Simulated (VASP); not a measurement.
A run of VASP 6.6.1 is set up as follows.

INCAR

```
SYSTEM = Mg
  PREC = Accurate
  ENCUT = 520
  EDIFF = 1E-6
  ISMEAR = -1
  SIGMA = 0.1
  LREAL = .False.
  LASPH = .True.
  NELM = 60
  ALGO = Normal
  ISIF = 2
  LWAVE = .False.
  LCHARG = .False.
  GGA = PE
  NBANDS = 10
```

Contents of KPOINTS:

```
regular mesh
0
Gamma
  8 8 11
  0 0 0
```

POSCAR

```
Mg
1.0
    5.3023326272      0.0000000000      0.0000000000
   -2.6511663136      4.5919547545      0.0000000000
    0.0000000000      0.0000000000      3.2150571464
Mg
3
Direct
    0.0000000000      0.0000000000      0.0000000000
    0.3333333333      0.6666666667      0.5000000000
    0.6666666667      0.3333333333      0.5000000000
```

Potentials or basis: VASP PAW PBE potentials, release 64 (Mg).

Run with:

```sh
$ cat potpaw_PBE.64/Mg/POTCAR > POTCAR
$ mpirun -np 1 vasp_std > vasp.out
```

Question: What does it give for the band gap on the k mesh?

Answer: Zero (band 3 reaches 4.96 eV, above the bottom of band 4 at 1.03 eV).

Question: What does it give for the pressure?

Answer: -3.2 GPa.

Stress tensor (GPa, compression positive):
```
-3.33  0.00  0.00
 0.00 -3.33  0.00
 0.00  0.00 -2.88
```
